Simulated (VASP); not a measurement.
KCdCO3F: single point with PBE

KCdCO3F:

```
K Cd C O F
1.0
     5.23760    0.00000    0.00000
    -2.61880    4.53589    0.00000
     0.00000    0.00000    9.02292
K Cd C O F
2 2 2 6 2
Direct
  0.63014 0.38495 0.45972
  0.61026 0.37968 0.98253
  0.92342 0.92112 0.23392
  0.95460 0.94574 0.74098
  0.30426 0.63807 0.26978
  0.29874 0.61203 0.69074
  0.48616 0.90955 0.25067
  0.39478 0.42960 0.24993
  0.03283 0.54115 0.28726
  0.02902 0.49382 0.71370
  0.40930 0.44613 0.72219
  0.45433 0.91138 0.69104
  0.97712 0.02134 0.48213
  0.92689 0.87195 0.00050
```

```
Program             : VASP 6.6.1
Task                : single point
Functional          : PBE
Potentials or basis : VASP PAW PBE potentials, release 64 (K_sv, Cd, C, O, F)
Cutoff              : 520 eV
k mesh              : 2 × 2 × 1
Occupations         : fermi-dirac, width 0.05 eV
Spin                : no spin polarisation
```

The pressure is 1.9 GPa. The largest force is 4.431 eV/Å and the band gap on the k mesh is 1.29 eV, direct.

Forces in eV/Å, atoms in the order of the input:
```
K    0.494 -1.103  1.856
K   -0.001 -1.696 -0.095
Cd   0.455  1.014  1.684
Cd  -0.057  0.379 -1.426
C    2.002 -2.669 -1.750
C    0.412  2.893  3.332
O    0.710  1.093 -0.007
O   -2.406  1.959 -0.657
O   -1.194 -0.029 -0.241
O   -4.057 -1.026 -0.426
O    1.831  0.263 -0.700
O    1.417 -1.898 -0.593
F    0.104 -0.468  0.204
F    0.291  1.289 -1.179
```

Stress tensor (GPa, compression positive):
```
 5.14  3.97 -0.34
 3.97 -0.87 -0.86
-0.34 -0.86  1.49
```

Levels at points of the mesh, in eV from the valence-band top:
| k point | band 46 | band 47 | band 48 | band 49 | band 50 | band 51 | band 52 | band 53 | band 54 | band 55 |
| --- | --- | --- | --- | --- | --- | --- | --- | --- | --- | --- |
| (0.00, 0.00, 0.00) | -1.42 | -1.24 | -1.02 | -0.69 | 0.00 | 1.29 | 3.40 | 4.47 | 5.31 | 5.52 |
| (0.50, 0.00, 0.00) | -1.47 | -1.28 | -1.06 | -0.61 | -0.25 | 3.10 | 4.51 | 4.61 | 5.40 | 5.96 |
| (0.00, 0.50, 0.00) | -1.53 | -1.37 | -1.05 | -0.49 | -0.15 | 2.94 | 4.52 | 4.56 | 5.36 | 5.74 |
| (0.50, 0.50, 0.00) | -1.57 | -1.32 | -1.02 | -0.79 | -0.04 | 2.93 | 4.46 | 4.57 | 5.17 | 5.98 |

Run time: 64 s on 1 thread of Intel(R) Xeon(R) Platinum 8488C (Sapphire Rapids), with other jobs on the host, peak memory 0.36 GiB.

Caveat: the k points lie up to 0.70 Å⁻¹ apart; forces of over 1 eV/Å act on the atoms, so gaps and moduli don't describe the material at rest. Expect the measured gap to be larger: semilocal functionals such as PBE lack the derivative discontinuity.
